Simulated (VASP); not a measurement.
Set up this calculation in VASP 6.6.1, as the native input.

```yaml
Task: single point
Functional: LDA
Potentials_or_basis: VASP PAW LDA potentials, release 64 (Re)
Cutoff: 520 eV
k_mesh: 18 × 18 × 17
Occupations: fermi-dirac, width 0.08 eV
Spin: no spin polarisation
Dipole_correction: no
Further_INCAR_settings: ALGO = Normal; EDIFF = 1e-06; NBANDS = 10
```

The structure of Re lies in POSCAR:

```
Re
1.0
    2.4941938421      0.0000000000      0.0000000000
   -1.2470969211      2.1600352292      0.0000000000
    0.0000000000      0.0000000000      2.2467399976
Re
1
Direct
    0.0000000000      0.0000000000      0.0000000000
```

The input as run:

INCAR

```
ALGO = Normal ; EDIFF = 1E-6
ENCUT = 520 ; GGA = CA
ISIF = 2 ; ISMEAR = -1
LASPH = T ; LCHARG = F
LREAL = F ; LWAVE = F
NBANDS = 10 ; NELM = 100
PREC = Accurate ; SIGMA = 0.08
```

KPOINTS

```
k-points
0
Gamma
  18 18 17
```

Potentials or basis: VASP PAW LDA potentials, release 64 (Re).

Launch:

```bash
$ cat potpaw_LDA.64/Re/POTCAR > POTCAR
$ mpirun -np 1 vasp_std > vasp.out
```

It gave:

The pressure is 141.0 GPa.

Run time: 28 s on 1 thread of Intel(R) Xeon(R) Platinum 8259CL CPU @ 2.50GHz (Skylake/Cascade Lake) (shared host), peak memory 0.15 GiB.
